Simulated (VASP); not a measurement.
# Na16H (a cell with a defect) in VASP: a series of runs

Na16H (a cell with a defect) is run at these levels: PBE; tasks: single point.

Program: VASP 6.6.1. These are calculated values, not measurements. Logs are shortened: lines on timing, memory, paths and dates and some standing lists are left out, and cuts for length are marked.

## 1. The cell of the first run

The cell holds a defect, 17 atoms: a = 8.460 Å, b = 8.460 Å, c = 8.460 Å, α = 90.00°, β = 90.00°, γ = 90.00°.

## 2. Single point, PBE

INCAR reads:

```
SYSTEM = Na16H
  ALGO = Normal
  EDIFF = 1E-7
  ENCUT = 520
  GGA = PE
  ISIF = 2
  ISMEAR = 0
  LASPH = .True.
  LCHARG = .False.
  LREAL = Auto
  LWAVE = .False.
  NBANDS = 70
  NELM = 60
  PREC = Accurate
  SIGMA = 0.15
```

KPOINTS reads:

```
k-points
0
Gamma
  2 2 2
  0 0 0
```

POSCAR reads:

```
Na16H
1.0
    8.4600000000      0.0000000000      0.0000000000
    0.0000000000      8.4600000000      0.0000000000
    0.0000000000      0.0000000000      8.4600000000
Na H
16 1
Direct
    0.0054064405      0.0004135233      0.0171773616
    0.4822029987      0.0002552717     -0.0101212777
   -0.0055843699      0.5001649417      0.0112555550
    0.0049869693      0.0003910937      0.4828204903
    0.2683975404      0.2608468514      0.2503315998
    0.5109878991      0.5001008543     -0.0118691240
    0.4820997861      0.0002543105      0.5105959379
    0.7438215876      0.2345956351      0.2504628633
   -0.0056463824      0.5001602910      0.4891039309
    0.2683435718      0.7394688501      0.2503332079
    0.2378130929      0.2606226267      0.7501212837
    0.5109920854      0.5000976923      0.5123437892
    0.7435227354      0.7653467171      0.2504864879
    0.7561499845      0.2388322619      0.7501680244
    0.2378259761      0.7397714790      0.7501240950
    0.7560694170      0.7614358131      0.7501715287
    0.8734251674      0.0000314871      0.2497234462
```

Potentials or basis: VASP PAW PBE potentials, release 64 (Na_pv, H).

The run is started by

```
$ cat potpaw_PBE.64/Na_pv/POTCAR potpaw_PBE.64/H/POTCAR > POTCAR
$ mpirun -np 1 vasp_std > vasp.out
```

OUTCAR:

```text
SYSTEM = Na16H
   EDIFF = 1E-7
   ENCUT = 520
   GGA = PE
   ISIF = 2
   ISMEAR = 0
   LASPH = .True.
   LREAL = Auto
   NELM = 60
   PREC = Accurate

 ion  position               nearest neighbor table
   1  0.005  0.000  0.017-
   2  0.482  0.000  0.990-
   3  0.994  0.500  0.011-
   4  0.005  0.000  0.483-
   5  0.268  0.261  0.250-
   6  0.511  0.500  0.988-
[... 9 lines left out ...]
  16  0.756  0.761  0.750-
  17  0.873  0.000  0.250-

  LATTYP: Found a simple cubic cell.
 ALAT       =     8.4600000000

  Lattice vectors:

 A1 = (   8.4600000000,   0.0000000000,   0.0000000000)
 A2 = (   0.0000000000,   8.4600000000,   0.0000000000)
 A3 = (   0.0000000000,   0.0000000000,   8.4600000000)

Analysis of symmetry for initial positions (statically):
=====================================================================
 Subroutine PRICEL returns:
 Original cell was already a primitive cell.

 Routine SETGRP: Setting up the symmetry group for a
 simple cubic supercell.

 Subroutine GETGRP returns: Found  1 space group operations
 (whereof  1 operations were pure point group operations)
 out of a pool of 48 trial point group operations.

The static configuration has the point symmetry C_1 .

Analysis of symmetry for dynamics (positions and initial velocities):
=====================================================================
 Subroutine PRICEL returns:
 Original cell was already a primitive cell.

 Routine SETGRP: Setting up the symmetry group for a
 simple cubic supercell.

 Subroutine GETGRP returns: Found  1 space group operations
 (whereof  1 operations were pure point group operations)
 out of a pool of 48 trial point group operations.

The dynamic configuration has the point symmetry C_1 .

 Subroutine INISYM returns: Found  1 space group operations
 (whereof  1 operations are pure point group operations),
 and found     1 'primitive' translations

----------------------------------------------------------------------------------------

                                     Primitive cell

  volume of cell :     605.4957

  direct lattice vectors                    reciprocal lattice vectors
     8.460000000  0.000000000  0.000000000     0.118203310  0.000000000  0.000000000
     0.000000000  8.460000000  0.000000000     0.000000000  0.118203310  0.000000000
     0.000000000  0.000000000  8.460000000     0.000000000  0.000000000  0.118203310

  length of vectors
     8.460000000  8.460000000  8.460000000     0.118203310  0.118203310  0.118203310

  position of ions in fractional coordinates (direct lattice)
     0.005406441  0.000413523  0.017177362
     0.482202999  0.000255272  0.989878722
     0.994415630  0.500164942  0.011255555
     0.004986969  0.000391094  0.482820490
     0.268397540  0.260846851  0.250331600
     0.510987899  0.500100854  0.988130876
[... 9 lines left out ...]
     0.756069417  0.761435813  0.750171529
     0.873425167  0.000031487  0.249723446

  ion indices of the primitive-cell ions
   primitive index   ion index
                 1           1
                 2           2
                 3           3
                 4           4
                 5           5
                 6           6
[... 9 lines left out ...]
                16          16
                17          17

----------------------------------------------------------------------------------------

 KPOINTS: k-points

Automatic generation of k-mesh.
 Grid dimensions read from file:
 generate k-points for:    2    2    2

 Generating k-lattice:

  Cartesian coordinates                     Fractional coordinates (reciprocal lattice)
     0.059101655  0.000000000  0.000000000     0.500000000  0.000000000  0.000000000
     0.000000000  0.059101655  0.000000000     0.000000000  0.500000000  0.000000000
     0.000000000  0.000000000  0.059101655     0.000000000  0.000000000  0.500000000

  Length of vectors
     0.059101655  0.059101655  0.059101655

  Shift w.r.t. Gamma in fractional coordinates (k-lattice)
     0.000000000  0.000000000  0.000000000

 Subroutine IBZKPT returns following result:
 ===========================================

 Found      8 irreducible k-points:

 Following reciprocal coordinates:
            Coordinates               Weight
  0.000000  0.000000  0.000000      1.000000
  0.500000  0.000000  0.000000      1.000000
  0.000000  0.500000  0.000000      1.000000
  0.000000  0.000000  0.500000      1.000000
  0.500000  0.500000  0.000000      1.000000
  0.000000  0.500000  0.500000      1.000000
  0.500000  0.000000  0.500000      1.000000
  0.500000  0.500000  0.500000      1.000000
   k-points           NKPTS =      8   k-points in BZ     NKDIM =      8   number of bands    NBANDS=     70
   number of dos      NEDOS =    301   number of ions     NIONS =     17
   total plane-waves  NPLWV = 262144
   dimension x,y,z NGX =    64 NGY =   64 NGZ =   64
   dimension x,y,z NGXF=   128 NGYF=  128 NGZF=  128
   ions per type =              16   1
   NGX,Y,Z   is equivalent  to a cutoff of  12.58, 12.58, 12.58 a.u.
   NGXF,Y,Z  is equivalent  to a cutoff of  25.15, 25.15, 25.15 a.u.
 SYSTEM =  Na16H
   PREC   = accura    normal or accurate (medium, high low for compatibility)
   ISTART =      0    job   : 0-new  1-cont  2-samecut
   ICHARG =      2    charge: 1-file 2-atom 10-const
   ISPIN  =      1    spin polarized calculation?
   LNONCOLLINEAR =      F non collinear calculations
   LSORBIT =      F    spin-orbit coupling
   LASPH  =      T    aspherical Exc in radial PAW
   ENCUT  =  520.0 eV  38.22 Ry    6.18 a.u.  15.73 15.73 15.73*2*pi/ulx,y,z
   NELM   =     60;   NELMIN=  2; NELMDL= -5     # of ELM steps
   EDIFF  = 0.1E-06   stopping-criterion for ELM
   LREAL  =      T    real-space projection
   EDIFFG = 0.1E-05   stopping-criterion for IOM
   NSW    =      0    number of steps for IOM
   IBRION =     -1    ionic relax: 0-MD 1-quasi-New 2-CG
   NFREE  =      0    steps in history (QN), initial steepest desc. (CG)
   ISIF   =      2    stress and relaxation
   ISYM   =      2    0-nonsym 1-usesym 2-fastsym
   POTIM  = 0.5000    time-step for ionic-motion
   TEBEG  =    0.0;   TEEND  =   0.0 temperature during run
   PSTRESS=    0.0 pullay stress
   NELECT =     113.0000    total number of electrons
   NUPDOWN=      -1.0000    fix difference up-down
   EMIN   =  10.00;   EMAX   =-10.00  energy-range for DOS
   EFERMI =   0.00;   METHOD = LEGACY
   ISMEAR =     0;   SIGMA  =   0.15  broadening in eV -4-tet -1-fermi 0-gaus
   EFERMI_NEDOS =   21; number of points for ismear=-14 and -15
   IALGO  =     38    algorithm
   IMIX   =      4    mixing-type and parameters
     AMIX     =   0.40;   BMIX     =  1.00
     AMIX_MAG =   1.60;   BMIX_MAG =  1.00
  volume/ion in A,a.u.               =      35.62       240.36
  Fermi-wavevector in a.u.,A,eV,Ry     =   0.935543  1.767921 11.908383  0.875241
  Thomas-Fermi vector in A             =   2.062462
   LORBIT       =      0    0 simple, 1 ext, 2 COOP (PROOUT), +10 PAW based schemes
   GGA     = PE    functional components
   LHFCALC =     F    Hartree Fock is set to
   AEXX    =    0.0000 exact exchange contribution
   IVDW    =     0    specifies the selected vdW correction
   LEPSILON=     F    determine dielectric tensor
   LRPA    =     F    only Hartree local field effects (RPA)
 non-spin polarized calculation
 Gauss-broadening in eV      SIGMA  =   0.15
  energy-cutoff  :      520.00
  volume of cell :      605.50
 maximum number of plane-waves:     16384
 NGX is ok and might be reduce to    64
   NGX = 31   NGY = 31   NGZ = 31

 number of electron     113.0000026 magnetization

 Free energy of the ion-electron system (eV)
  ---------------------------------------------------
  ext. energy  EPLUGINS =         0.00000000
  ---------------------------------------------------
  free energy    TOTEN  =       -24.03558232 eV

  energy without entropy =      -23.82721327  energy(sigma->0) =      -23.93139780

 E-fermi :   0.1664     XC(G=0):  -6.4692

 val. band max:       -0.0015963862   @ k =   0.0000   0.0000   0.0000
 cond. band min:       0.1962306051   @ k =   0.5000   0.0000   0.5000
 fundamental gap:      0.1978269913
 Fermi energy:         0.1663609986

 k-point     1 :       0.0000    0.0000    0.0000
  band No.  band energies     occupation
      1     -24.6873      2.00000
      2     -24.6847      2.00000
      3     -24.6836      2.00000
      4     -24.6813      2.00000
      5     -24.6806      2.00000
      6     -24.6773      2.00000
[... 60 lines left out ...]
     67       1.4832      0.00000
     68       2.4348      0.00000

 k-point     2 :       0.5000    0.0000    0.0000
  band No.  band energies     occupation
      1     -24.6871      2.00000
      2     -24.6845      2.00000
      3     -24.6835      2.00000
      4     -24.6810      2.00000
      5     -24.6800      2.00000
      6     -24.6770      2.00000
[... 60 lines left out ...]
     67       1.9915      0.00000
     68       1.9923      0.00000

 k-point     3 :       0.0000    0.5000    0.0000
  band No.  band energies     occupation
      1     -24.6871      2.00000
      2     -24.6835      2.00000
      3     -24.6831      2.00000
      4     -24.6813      2.00000
      5     -24.6796      2.00000
      6     -24.6781      2.00000
[... 344 lines left out ...]
     67       2.5050      0.00000
     68       2.5140      0.00000

 k-point     8 :       0.5000    0.5000    0.5000
  band No.  band energies     occupation
      1     -24.6858      2.00000
      2     -24.6842      2.00000
      3     -24.6829      2.00000
      4     -24.6809      2.00000
      5     -24.6781      2.00000
      6     -24.6775      2.00000
[... 60 lines left out ...]
     67       2.5024      0.00000
     68       2.5046      0.00000
 [bands above 68 left out]

------------------------ aborting loop because EDIFF is reached ----------------------------------------

  FORCE on cell =-STRESS in cart. coord.  units (eV):
  Direction    XX          YY          ZZ          XY          YZ          ZX
  --------------------------------------------------------------------------------------
  -------------------------------------------------------------------------------------
  Total       -0.4007978     -0.4472905     -0.4154131     -0.0023680      0.0000284     -0.0010316
  in kB       -1.0605344     -1.1835570     -1.0992076     -0.0062660      0.0000751     -0.0027297
  external PRESSURE =      -1.1144330 kB  Pullay stress =       0.0000000 kB

 VOLUME and BASIS-vectors are now :
 -----------------------------------------------------------------------------
  energy-cutoff  :      520.00
  volume of cell :      605.50
      direct lattice vectors                 reciprocal lattice vectors
     8.460000000  0.000000000  0.000000000     0.118203310  0.000000000  0.000000000
     0.000000000  8.460000000  0.000000000     0.000000000  0.118203310  0.000000000
     0.000000000  0.000000000  8.460000000     0.000000000  0.000000000  0.118203310

 POSITION                                       TOTAL-FORCE (eV/Angst)
 -----------------------------------------------------------------------------------
      0.04574      0.00350      0.14532        -0.005006     -0.001529      0.003046
      4.07944      0.00216      8.37437         0.000196     -0.000167     -0.002303
      8.41276      4.23140      0.09522        -0.001606     -0.000226      0.001074
      0.04219      0.00331      4.08466        -0.002996     -0.001550     -0.001865
      2.27064      2.20676      2.11781        -0.001445      0.002018     -0.000439
      4.32296      4.23085      8.35959        -0.000690     -0.000263      0.000741
[... 9 lines left out ...]
      6.39635      6.44175      6.34645         0.000887      0.000467     -0.000214
      7.38918      0.00027      2.11266        -0.003559     -0.001025      0.002701
 -----------------------------------------------------------------------------------
    total drift:                               -0.001259     -0.000422     -0.000317

  FREE ENERGIE OF THE ION-ELECTRON SYSTEM (eV)
  ---------------------------------------------------
  free  energy   TOTEN  =       -24.0355823250 eV

  energy  without entropy=      -23.8272132733  energy(sigma->0) =      -23.93139780
```

Run time: 11 min. Hardware: 1 thread of Intel Xeon 8259CL, shared host; peak memory 0.64 GiB.

Results:

```
Free energy            : -24.0356 eV
Pressure               : -0.1 GPa
Largest force          : 0.012 eV/Å
Band gap on the k mesh : zero (an odd number of electrons rules out a gap without spin polarisation)
```

Forces in eV/Å, atoms in the order of the input:
```
Na  -0.005 -0.002  0.003
Na   0.000  0.000 -0.002
Na  -0.002  0.000  0.001
Na  -0.003 -0.002 -0.002
Na  -0.001  0.002  0.000
Na  -0.001  0.000  0.001
Na   0.000  0.000  0.003
Na   0.005 -0.004 -0.002
Na  -0.001  0.000  0.000
Na  -0.001 -0.001  0.000
Na   0.002  0.001  0.000
Na  -0.001  0.000  0.000
Na   0.008  0.008 -0.002
Na   0.000  0.000  0.000
Na   0.002 -0.001  0.000
Na   0.001  0.000  0.000
H   -0.004 -0.001  0.003
```

Caveat: the k points lie up to 0.37 Å⁻¹ apart, too coarse for converged energies and pressures of a metal.

(Part 1 of 2 ends here.)

The gap in the log of VASP goes by the Fermi energy; the results here count the filled bands.